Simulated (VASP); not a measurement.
Set up this calculation in VASP 6.6.1, as the native input.

* Task: single point
* Functional: PBEsol
* Potentials or basis: VASP PAW PBE potentials, release 64 (Ni, Al)
* Cutoff: 520 eV
* k mesh: 10 × 10 × 1
* Occupations: gaussian, width 0.1 eV
* Spin: no spin polarisation
* Dipole correction: yes
* Further INCAR settings: ALGO = Normal; EDIFF = 1e-07; NBANDS = 28

The structure of AlNi lies in POSCAR:

```
AlNi
1.0
    2.8621655562      0.0000000000      0.0000000000
    0.0000000000      2.8621655562      0.0000000000
    0.0000000000      0.0000000000     24.1554138905
Ni Al
3 3
Direct
    0.5000000000      0.5000000000      0.3518879883
    0.5000000000      0.5000000000      0.4703775977
    0.5000000000      0.5000000000      0.5913244383
    0.0000000000      0.0000000000      0.4111327930
    0.0000000000      0.0000000000      0.5297548153
    0.0000000000      0.0000000000      0.6469359373
```

The input as run:

INCAR

```
SYSTEM = AlNi
PREC = Accurate
ENCUT = 520
EDIFF = 1E-7
ISMEAR = 0
SIGMA = 0.1
LREAL = .False.
LASPH = .True.
NELM = 80
ALGO = Normal
ISIF = 2
LWAVE = .False.
LCHARG = .True.
LDIPOL = .True.
IDIPOL = 3
DIPOL = 0.5 0.5 0.500
GGA = PS
LELF = .True.
LVHAR = .True.
LVACPOTAV = .True.
NBANDS = 28
```

KPOINTS

```
Automatic mesh
0
Gamma
  10 10 1
  0 0 0
```

Potentials or basis: VASP PAW PBE potentials, release 64 (Ni, Al).

Run with:

```bash
$ cat potpaw_PBE.64/Ni/POTCAR potpaw_PBE.64/Al/POTCAR > POTCAR
$ mpirun -np 1 vasp_std > vasp.out
```

Results of the run:

```
Largest force          : 0.976 eV/Å
Band gap on the k mesh : zero (an odd number of electrons rules out a gap without spin polarisation)
```

Caveat: the PAW data sets were made with another functional, which shifts forces and pressure a little.

Wall time 2.9 min on 1 thread of Intel(R) Xeon(R) 6975P-C (Granite Rapids), on a shared host, peak memory 0.34 GiB.
